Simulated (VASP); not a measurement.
HF: single point with PBE+D3(BJ)

HF:

```xyz
12
Lattice="5.4648 0.0000 0.0000 0.0000 5.4648 0.0000 0.0000 0.0000 5.4648" Properties=species:S:1:pos:R:3 pbc="T T T"
F     6.2141    2.4660    2.0601
F     3.8572   -1.2892    2.2565
F     2.0310    1.7638    5.3366
F     3.1388    4.3091    5.2481
F     4.4906    1.5480    4.6219
F     1.9341    0.4674    2.7966
H     6.5949    2.2728    1.1650
H     3.4170   -1.2827    0.7673
H     2.5567    2.3955    4.7758
H     2.1987    5.2735    2.2794
H     3.8948    0.9992    5.0140
H     4.7747   -1.0998    2.2736
```

| Property | Result |
| --- | --- |
| Program | VASP 6.6.1 |
| Task | single point |
| Functional | PBE |
| Dispersion | D3(BJ) |
| Potentials or basis | VASP PAW PBE potentials, release 64 (F_h, H_h) |
| Cutoff | 1010 eV |
| k mesh | 1 × 1 × 1 |
| Occupations | fermi-dirac, width 0.05 eV |
| Spin | no spin polarisation |
| Dipole correction | no |
| Further INCAR settings | ALGO = Normal; EDIFF = 1e-06; NBANDS = 36 |

```json
{
  "Pressure": "0.8 GPa",
  "Largest force": "3.538 eV/Å",
  "Dispersion energy per atom": "-0.023 eV"
}
```

Forces in eV/Å, atoms in the order of the input:
```
F    0.244  0.504 -1.795
F   -0.073 -0.139 -0.330
F    0.818  1.322 -0.914
F    0.577 -0.270  2.574
F    1.613  1.355 -1.068
F   -1.159  2.354  2.151
H   -0.503  0.209  1.509
H   -0.537  0.181 -2.486
H   -1.144 -0.997  1.232
H    1.230 -2.704 -1.923
H   -1.480 -1.641  0.861
H    0.413 -0.173  0.188
```

Stress tensor (GPa, compression positive):
```
 2.20 -1.74 -0.84
-1.74  2.52  1.24
-0.84  1.24 -2.43
```

Levels at points of the mesh, in eV from the Fermi level:
| k point | band 22 | band 23 | band 24 | band 25 | band 26 | band 27 |
| --- | --- | --- | --- | --- | --- | --- |
| (0.00, 0.00, 0.00) | -1.97 | -1.73 | -1.31 | 4.56 | 7.95 | 9.23 |

Run time: 16 s on 1 thread of AMD EPYC 9R45 96-Core Processor (Zen 5) (shared host), peak memory 0.41 GiB.

Caveat: the k points lie up to 1.15 Å⁻¹ apart, too coarse for converged energies, forces and pressures; the atoms stand as in a frame of molecular dynamics.
